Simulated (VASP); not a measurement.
Sb, 1 atom in the cell. It takes space group I4/mmm (No. 139, tetragonal). Conventional cell: a = 3.030 Å, b = 3.030 Å, c = 4.993 Å, α = 90.00°, β = 90.00°, γ = 90.00°. Sb (site symmetry 4/mmm) has 12 Sb at 3.03 to 3.29 Å within 4.0 Å.  This cell differs from its parent crystal: volume scaled by 1.02.

* Program: VASP 6.6.1
* Task: electric field gradients
* Functional: PBEsol
* Potentials or basis: VASP PAW PBE potentials, release 64 (Sb)
* Cutoff: 520 eV
* k mesh: 19 × 19 × 19
* Occupations: fermi-dirac, width 0.05 eV
* Spin: no spin polarisation
* Dipole correction: no
* Further INCAR settings: ALGO = Normal; EDIFF = 1e-08; NBANDS = 8

Potentials or basis: VASP PAW PBE potentials, release 64 (Sb).

The run is started by

```console
$ cat potpaw_PBE.64/Sb/POTCAR > POTCAR
$ mpirun -np 1 vasp_std > vasp.out
```

Hardware: 1 thread of Intel(R) Xeon(R) 6975P-C (Granite Rapids), on a shared host.

Q: Estimate the wall time of this run.

A: Wall time 24 s on 1 thread of Intel(R) Xeon(R) 6975P-C (Granite Rapids) (shared host), peak memory 0.21 GiB. Counts: scf iterations 13, k points 550.
